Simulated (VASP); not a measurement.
# AlRu in VASP: single point with PBE

Aim: the single point of AlRu with PBE.

Everything below comes from runs of VASP 6.6.1. Logs are shortened: lines on timing, memory, paths and dates and some standing lists are left out, and cuts for length are marked.

### Step 1. The cell of the first run

The cell holds a slab with vacuum, 8 atoms: a = 2.992 Å, b = 2.992 Å, c = 24.471 Å, α = 90.00°, β = 90.00°, γ = 90.00°.

### Step 2. Single point, PBE

INCAR

```
SYSTEM = AlRu
ALGO     = Normal         ! electronic algorithm
DIPOL    = 0.5 0.5 0.500
EDIFF    = 1E-6           ! SCF threshold, eV
ENCUT    = 400            ! plane-wave cutoff, eV
GGA      = PE             ! functional
GGA_COMPAT= .False.      
IDIPOL   = 3            
ISIF     = 2              ! what is computed and relaxed
ISMEAR   = -1             ! smearing method
LASPH    = .True.         ! aspherical terms in the spheres
LCHARG   = .False.        ! write CHGCAR
LDIPOL   = .True.       
LREAL    = .False.        ! projectors in reciprocal space
LWAVE    = .False.        ! write WAVECAR
NBANDS   = 44             ! bands
NELM     = 120            ! most SCF steps
NELMDL   = -8           
PREC     = Accurate       ! precision mode
SIGMA    = 0.15           ! smearing width, eV
```

KPOINTS

```
k-points
0
Gamma
  6 6 1
  0 0 0
```

POSCAR

```
AlRu
1.0
    2.9916000000      0.0000000000      0.0000000000
    0.0000000000      2.9916000000      0.0000000000
    0.0000000000      0.0000000000     24.4706000000
Al Ru
4 4
Direct
    0.0000000000      0.0000000000      0.2860575548
    0.0000000000      0.0000000000      0.4083103806
    0.0000000000      0.0000000000      0.5305632065
    0.0000000000      0.0000000000      0.6528160323
    0.5000000000      0.5000000000      0.3471839677
    0.5000000000      0.5000000000      0.4694367935
    0.5000000000      0.5000000000      0.5916896194
    0.5000000000      0.5000000000      0.7139424452
```

Potentials or basis: VASP PAW PBE potentials, release 64 (Al, Ru_pv).

Run with:

```console
> cat potpaw_PBE.64/Al/POTCAR potpaw_PBE.64/Ru_pv/POTCAR > POTCAR
> mpirun -np 1 vasp_std > vasp.out
```

OUTCAR:

```text
SYSTEM = AlRu
   EDIFF = 1E-6
   ENCUT = 400
   GGA = PE
   ISIF = 2
   ISMEAR = -1
   LASPH = .True.
   LREAL = .False.
   NELM = 120
   NELMDL = -8
   PREC = Accurate

 ion  position               nearest neighbor table
   1  0.000  0.000  0.286-   5 2.59   5 2.59   5 2.59   5 2.59   2 2.99
   2  0.000  0.000  0.408-   5 2.59   6 2.59   5 2.59   6 2.59   5 2.59   6 2.59   5 2.59   6 2.59
                             1 2.99   3 2.99
   3  0.000  0.000  0.531-   7 2.59   7 2.59   7 2.59   7 2.59   6 2.59   6 2.59   6 2.59   6 2.59
                             4 2.99   2 2.99
   4  0.000  0.000  0.653-   8 2.59   8 2.59   8 2.59   8 2.59   7 2.59   7 2.59   7 2.59   7 2.59
                             3 2.99
   5  0.500  0.500  0.347-   1 2.59   1 2.59   1 2.59   1 2.59   2 2.59   2 2.59   2 2.59   2 2.59
                             6 2.99
   6  0.500  0.500  0.469-   2 2.59   2 2.59   2 2.59   2 2.59   3 2.59   3 2.59   3 2.59   3 2.59
                             5 2.99   7 2.99
   7  0.500  0.500  0.592-   3 2.59   4 2.59   3 2.59   4 2.59   3 2.59   4 2.59   3 2.59   4 2.59
                             8 2.99   6 2.99
   8  0.500  0.500  0.714-   4 2.59   4 2.59   4 2.59   4 2.59   7 2.99

  LATTYP: Found a simple tetragonal cell.
 ALAT       =     2.9916000000
 C/A-ratio  =     8.1797700227

  Lattice vectors:

 A1 = (   2.9916000000,   0.0000000000,   0.0000000000)
 A2 = (   0.0000000000,   2.9916000000,   0.0000000000)
 A3 = (   0.0000000000,   0.0000000000,  24.4706000000)

Analysis of symmetry for initial positions (statically):
=====================================================================
 Subroutine PRICEL returns:
 Original cell was already a primitive cell.

 Routine SETGRP: Setting up the symmetry group for a
 simple tetragonal supercell.

 Subroutine GETGRP returns: Found  8 space group operations
 (whereof  8 operations were pure point group operations)
 out of a pool of 16 trial point group operations.

The static configuration has the point symmetry C_4v.

Analysis of symmetry for dynamics (positions and initial velocities):
=====================================================================
 Subroutine PRICEL returns:
 Original cell was already a primitive cell.

 Routine SETGRP: Setting up the symmetry group for a
 simple tetragonal supercell.

 Subroutine GETGRP returns: Found  8 space group operations
 (whereof  8 operations were pure point group operations)
 out of a pool of 16 trial point group operations.

The dynamic configuration has the point symmetry C_4v.

 Subroutine INISYM returns: Found  8 space group operations
 (whereof  8 operations are pure point group operations),
 and found     1 'primitive' translations

----------------------------------------------------------------------------------------

                                     Primitive cell

  volume of cell :     219.0038

  direct lattice vectors                    reciprocal lattice vectors
     2.991600000  0.000000000  0.000000000     0.334269287  0.000000000  0.000000000
     0.000000000  2.991600000  0.000000000     0.000000000  0.334269287  0.000000000
     0.000000000  0.000000000 24.470600000     0.000000000  0.000000000  0.040865365

  length of vectors
     2.991600000  2.991600000 24.470600000     0.334269287  0.334269287  0.040865365

  position of ions in fractional coordinates (direct lattice)
     0.000000000  0.000000000  0.286057555
     0.000000000  0.000000000  0.408310381
     0.000000000  0.000000000  0.530563206
     0.000000000  0.000000000  0.652816032
     0.500000000  0.500000000  0.347183968
     0.500000000  0.500000000  0.469436794
     0.500000000  0.500000000  0.591689619
     0.500000000  0.500000000  0.713942445

  ion indices of the primitive-cell ions
   primitive index   ion index
                 1           1
                 2           2
                 3           3
                 4           4
                 5           5
                 6           6
                 7           7
                 8           8

----------------------------------------------------------------------------------------

 KPOINTS: k-points

Automatic generation of k-mesh.
 Grid dimensions read from file:
 generate k-points for:    6    6    1

 Generating k-lattice:

  Cartesian coordinates                     Fractional coordinates (reciprocal lattice)
     0.055711548  0.000000000  0.000000000     0.166666667  0.000000000  0.000000000
     0.000000000  0.055711548  0.000000000     0.000000000  0.166666667  0.000000000
     0.000000000  0.000000000  0.040865365     0.000000000  0.000000000  1.000000000

  Length of vectors
     0.055711548  0.055711548  0.040865365

  Shift w.r.t. Gamma in fractional coordinates (k-lattice)
     0.000000000  0.000000000  0.000000000

 Subroutine IBZKPT returns following result:
 ===========================================

 Found     10 irreducible k-points:

 Following reciprocal coordinates:
            Coordinates               Weight
  0.000000  0.000000  0.000000      1.000000
  0.166667  0.000000  0.000000      4.000000
  0.333333  0.000000  0.000000      4.000000
  0.500000  0.000000  0.000000      2.000000
  0.166667  0.166667  0.000000      4.000000
  0.333333  0.166667  0.000000      8.000000
  0.500000  0.166667  0.000000      4.000000
  0.333333  0.333333  0.000000      4.000000
  0.500000  0.333333  0.000000      4.000000
  0.500000  0.500000  0.000000      1.000000
   k-points           NKPTS =     10   k-points in BZ     NKDIM =     10   number of bands    NBANDS=     44
   number of dos      NEDOS =    301   number of ions     NIONS =      8
   total plane-waves  NPLWV =  64000
   dimension x,y,z NGX =    20 NGY =   20 NGZ =  160
   dimension x,y,z NGXF=    40 NGYF=   40 NGZF=  320
   ions per type =               4   4
   NGX,Y,Z   is equivalent  to a cutoff of  11.11, 11.11, 10.87 a.u.
   NGXF,Y,Z  is equivalent  to a cutoff of  22.23, 22.23, 21.74 a.u.
 SYSTEM =  AlRu
   PREC   = accura    normal or accurate (medium, high low for compatibility)
   ISTART =      0    job   : 0-new  1-cont  2-samecut
   ICHARG =      2    charge: 1-file 2-atom 10-const
   ISPIN  =      1    spin polarized calculation?
   LNONCOLLINEAR =      F non collinear calculations
   LSORBIT =      F    spin-orbit coupling
   LASPH  =      T    aspherical Exc in radial PAW
   ENCUT  =  400.0 eV  29.40 Ry    5.42 a.u.   4.88  4.88 39.91*2*pi/ulx,y,z
   NELM   =    120;   NELMIN=  2; NELMDL= -8     # of ELM steps
   EDIFF  = 0.1E-05   stopping-criterion for ELM
   LREAL  =      F    real-space projection
   EDIFFG = 0.1E-04   stopping-criterion for IOM
   NSW    =      0    number of steps for IOM
   IBRION =     -1    ionic relax: 0-MD 1-quasi-New 2-CG
   NFREE  =      0    steps in history (QN), initial steepest desc. (CG)
   ISIF   =      2    stress and relaxation
   ISYM   =      2    0-nonsym 1-usesym 2-fastsym
   POTIM  = 0.5000    time-step for ionic-motion
   TEBEG  =    0.0;   TEEND  =   0.0 temperature during run
   PSTRESS=    0.0 pullay stress
   NELECT =      68.0000    total number of electrons
   NUPDOWN=      -1.0000    fix difference up-down
   EMIN   =  10.00;   EMAX   =-10.00  energy-range for DOS
   EFERMI =   0.00;   METHOD = LEGACY
   ISMEAR =    -1;   SIGMA  =   0.15  broadening in eV -4-tet -1-fermi 0-gaus
   EFERMI_NEDOS =   21; number of points for ismear=-14 and -15
   IALGO  =     38    algorithm
   IMIX   =      4    mixing-type and parameters
     AMIX     =   0.40;   BMIX     =  1.00
     AMIX_MAG =   1.60;   BMIX_MAG =  1.00
  volume/ion in A,a.u.               =      27.38       184.74
  Fermi-wavevector in a.u.,A,eV,Ry     =   1.108564  2.094881 16.720377  1.228913
  Thomas-Fermi vector in A             =   2.245092
   LORBIT       =      0    0 simple, 1 ext, 2 COOP (PROOUT), +10 PAW based schemes
   GGA     = PE    functional components
   LHFCALC =     F    Hartree Fock is set to
   AEXX    =    0.0000 exact exchange contribution
   IVDW    =     0    specifies the selected vdW correction
   LEPSILON=     F    determine dielectric tensor
   LRPA    =     F    only Hartree local field effects (RPA)
 non-spin polarized calculation
  energy-cutoff  :      400.00
  volume of cell :      219.00
 maximum number of plane-waves:      4004
 NGX is ok and might be reduce to    20
   NGX =  9   NGY =  9   NGZ = 79

 dipolmoment           0.000000      0.000000     -0.001223 electrons x Angstroem

 number of electron      67.9999954 magnetization

 dipolmoment           0.000000      0.000000      0.047720 electrons x Angstroem

 Free energy of the ion-electron system (eV)
  ---------------------------------------------------
  ext. energy  EPLUGINS =         0.00000000
  ---------------------------------------------------
  free energy    TOTEN  =       -54.10201566 eV

  energy without entropy =      -53.56370148  energy(sigma->0) =      -53.83285857

 E-fermi :   3.4008     XC(G=0):  -7.0754

 val. band max:        3.3705302294   @ k =   0.5000   0.0000   0.0000
 cond. band min:       3.4388519636   @ k =   0.5000   0.1667   0.0000
 fundamental gap:      0.0683217342
 Fermi energy:         3.4007820974

 k-point     1 :       0.0000    0.0000    0.0000
  band No.  band energies     occupation
      1     -38.6198      2.00000
      2     -38.5885      2.00000
      3     -38.4632      2.00000
      4     -38.4632      2.00000
      5     -38.4597      2.00000
      6     -38.4170      2.00000
[... 36 lines left out ...]
     43       8.2126      0.00000
     44       9.3562      0.00000

 k-point     2 :       0.1667    0.0000    0.0000
  band No.  band energies     occupation
      1     -38.6136      2.00000
      2     -38.5827      2.00000
      3     -38.5152      2.00000
      4     -38.4587      2.00000
      5     -38.4549      2.00000
      6     -38.4348      2.00000
[... 368 lines left out ...]
 k-point    10 :       0.5000    0.5000    0.0000
  band No.  band energies     occupation
      1     -38.6438      2.00000
      2     -38.6438      2.00000
      3     -38.5727      2.00000
      4     -38.5632      2.00000
      5     -38.5632      2.00000
      6     -38.5445      2.00000
[... 36 lines left out ...]
     43       7.6901      0.00000
     44       7.9735      0.00000

------------------------ aborting loop because EDIFF is reached ----------------------------------------

 vacuum level on the upper side and lower side of the slab       (xc-potential included)         0.466        -0.474

  FORCE on cell =-STRESS in cart. coord.  units (eV):
  Direction    XX          YY          ZZ          XY          YZ          ZX
  --------------------------------------------------------------------------------------
  -------------------------------------------------------------------------------------
  Total       -2.0564500     -2.0564500     -2.6691281      0.0000000      0.0000000      0.0000000
  in kB      -15.0444765    -15.0444765    -19.5266764      0.0000000      0.0000000      0.0000000
  external PRESSURE =     -16.5385431 kB  Pullay stress =       0.0000000 kB

 VOLUME and BASIS-vectors are now :
 -----------------------------------------------------------------------------
  energy-cutoff  :      400.00
  volume of cell :      219.00
      direct lattice vectors                 reciprocal lattice vectors
     2.991600000  0.000000000  0.000000000     0.334269287  0.000000000  0.000000000
     0.000000000  2.991600000  0.000000000     0.000000000  0.334269287  0.000000000
     0.000000000  0.000000000 24.470600000     0.000000000  0.000000000  0.040865365

 POSITION                                       TOTAL-FORCE (eV/Angst)
 -----------------------------------------------------------------------------------
      0.00000      0.00000      7.00000         0.000000     -0.000000      1.234477
      0.00000      0.00000      9.99160         0.000000     -0.000000      0.104335
      0.00000      0.00000     12.98320        -0.000000     -0.000000     -0.115878
      0.00000      0.00000     15.97480         0.000000     -0.000000      0.226807
      1.49580      1.49580      8.49580         0.000000      0.000000     -1.468132
      1.49580      1.49580     11.48740         0.000000      0.000000      0.167392
      1.49580      1.49580     14.47900         0.000000     -0.000000      0.317294
      1.49580      1.49580     17.47060         0.000000     -0.000000     -0.466294
 -----------------------------------------------------------------------------------
    total drift:                               -0.000000     -0.000000     -0.000736

  FREE ENERGIE OF THE ION-ELECTRON SYSTEM (eV)
  ---------------------------------------------------
  free  energy   TOTEN  =       -54.1020156648 eV

  energy  without entropy=      -53.5637014760  energy(sigma->0) =      -53.83285857

 vacuum level on the upper side and lower side of the slab         7.777         6.812
```

Wall time 6.6 min (1 thread of Intel Xeon Platinum 8375C at 2.90GHz (Ice Lake), shared host); peak memory 0.26 GiB.

Results:

```yaml
Free_energy: -54.1020 eV
Largest_force: 1.468 eV/Å
Band_gap_on_the_k_mesh: zero (bands 34 and 35 overlap by 1.74 eV)
```

Forces in eV/Å, atoms in the order of the input:
```
Al   0.000  0.000  1.234
Al   0.000  0.000  0.104
Al   0.000  0.000 -0.116
Al   0.000  0.000  0.227
Ru   0.000  0.000 -1.468
Ru   0.000  0.000  0.167
Ru   0.000  0.000  0.317
Ru   0.000  0.000 -0.466
```

Levels at points of the mesh, in eV from the Fermi level:
```
           k point  band 31  band 32  band 33  band 34  band 35  band 36  band 37  band 38
(0.00, 0.00, 0.00)    -0.07     0.10     0.10     0.11     0.16     0.25     0.39     0.63
(0.50, 0.00, 0.00)    -1.05    -0.75    -0.66    -0.07    -0.03     0.25     0.34     1.07
(0.50, 0.50, 0.00)     1.04     1.04     1.45     1.46     1.56     1.64     1.69     2.65
```
